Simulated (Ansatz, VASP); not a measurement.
# Two plane-wave programs on P

INCAR

```
SYSTEM = P
PREC = Accurate
ENCUT = 520
EDIFF = 1E-7
ISMEAR = -1
SIGMA = 0.05
LREAL = .False.
LASPH = .True.
NELM = 60
ALGO = Normal
ISIF = 2
LWAVE = .False.
LCHARG = .False.
GGA = RP
NBANDS = 18
```

Contents of KPOINTS:

```
regular mesh
0
Gamma
  9 9 6
  0 0 0
```

File POSCAR:

```
P
1.0
    1.6641852675     -7.1972524034      0.0000000000
    1.6641852675      7.1972524034      0.0000000000
    0.0000000000      0.0000000000      4.7498317597
P
4
Direct
    0.0728398213      0.9271601787      0.9074116460
    0.5728398213      0.4271601787      0.5925883540
    0.9271601787      0.0728398213      0.0925883540
    0.4271601787      0.5728398213      0.4074116460
```

Input for Ansatz:

```yaml
crystal:
  lattice:
    - [1.6641852675, -7.1972524034, 0.0]
    - [1.6641852675, 7.1972524034, 0.0]
    - [0.0, 0.0, 4.7498317597]
  atoms:
    - { symbol: P, position: [0.0728398213, 0.9271601787, 0.907411646] }
    - { symbol: P, position: [0.5728398213, 0.4271601787, 0.592588354] }
    - { symbol: P, position: [0.9271601787, 0.0728398213, 0.092588354] }
    - { symbol: P, position: [0.4271601787, 0.5728398213, 0.407411646] }
hamiltonian:
  xc: rpbe
  pseudopotentials:
    kind: paw
    azcp:
      P: "pseudopotentials/P.paw.azcp"
basis:
  ecutwfc: 420
  fft_grid_basis: typed
kpoints:
  mp_grid: { grid: [9, 9, 6], shift: [0, 0, 0] }
magnetization:
  spin_polarized: false
scf:
  occupations: { method: fermi_dirac, width: 0.05 }
output:
  stress: true
```

Alike in both runs: task single point; functional RPBE; k mesh 9 × 9 × 6; occupations fermi-dirac, width 0.05 eV; no spin polarisation.

|  | VASP | Ansatz |
| --- | --- | --- |
| version | VASP 6.6.1 | Ansatz 0.2.0 |
| potentials or method | VASP PAW PBE potentials, release 64 (P), cutoff 520 eV | plane waves (420 eV) with PAW, scalar-relativistic |
| valence electrons in the cell | 20 | 20 |

Ansatz gave:

```
pressure (GPa)                                                : 0.0
traceless stress, the component that is largest in VASP (GPa) : -0.23
```

**Question.** What did VASP give for the same quantities?

**Answer.** Pressure (GPa): -0.4; traceless stress, the component that is largest in VASP (GPa): -0.24.

VASP's potentials were made for PBE, not for RPBE. The functional is the same, so the differences come from potentials, cutoffs and numerics.
